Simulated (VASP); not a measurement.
Here is a VASP 6.6.1 calculation.

File INCAR:

```
SYSTEM = HfMoC2
ALGO = Normal
EDIFF = 1E-6
EDIFFG = -0.01
ENCUT = 600
GGA = PS
IBRION = 2
ISIF = 3
ISMEAR = -1
LASPH = .TRUE.
LCHARG = .FALSE.
LDAU = .TRUE.
LDAUJ = 0 0 0
LDAUL = 2 2 -1
LDAUPRINT = 1
LDAUTYPE = 2
LDAUU = 8 8 0
LMAXMIX = 4
LREAL = .FALSE.
LWAVE = .FALSE.
NELM = 150
NSW = 60
PREC = Accurate
SIGMA = 0.05
```

KPOINTS

```
k-points
0
G
  8 8 6
  0 0 0
```

Contents of POSCAR:

```
HfMoC2
1.0
    3.1914230000      0.0000000000      0.0000000000
    0.0000000000      3.1914230000      0.0000000000
    0.0000000000      0.0000000000      4.4851640000
Hf Mo C
1 1 2
Direct
    0.0000000000      0.0000000000      0.0000000000
    0.5000000000      0.5000000000      0.5000000000
    0.5000000000      0.5000000000      0.0000000000
    0.0000000000      0.0000000000      0.5000000000
```

Potentials or basis: VASP PAW PBE potentials, release 64 (Hf_pv, Mo_sv, C).

Run with:

```console
$ cat potpaw_PBE.64/Hf_pv/POTCAR potpaw_PBE.64/Mo_sv/POTCAR potpaw_PBE.64/C/POTCAR > POTCAR
$ mpirun -np 1 vasp_std > vasp.out
```

(1) What does it give for the space group after relaxing (to 0.05 Å)?

(2) What does it give for the band gap on the k mesh?

(3) What does it give for the relaxed volume?

Results:

(1) P4/mmm (No. 123).

(2) zero (band 16 reaches 10.16 eV, above the bottom of band 17 at 7.96 eV).

(3) 12.06 Å³/atom.

Caveat: the PAW data sets were made with another functional, which shifts forces and pressure a little; spin-orbit coupling is left out, which moves the levels of the heavy elements; U without spin polarisation on a metal has little footing; the U is typed as a test and isn't derived for this compound.
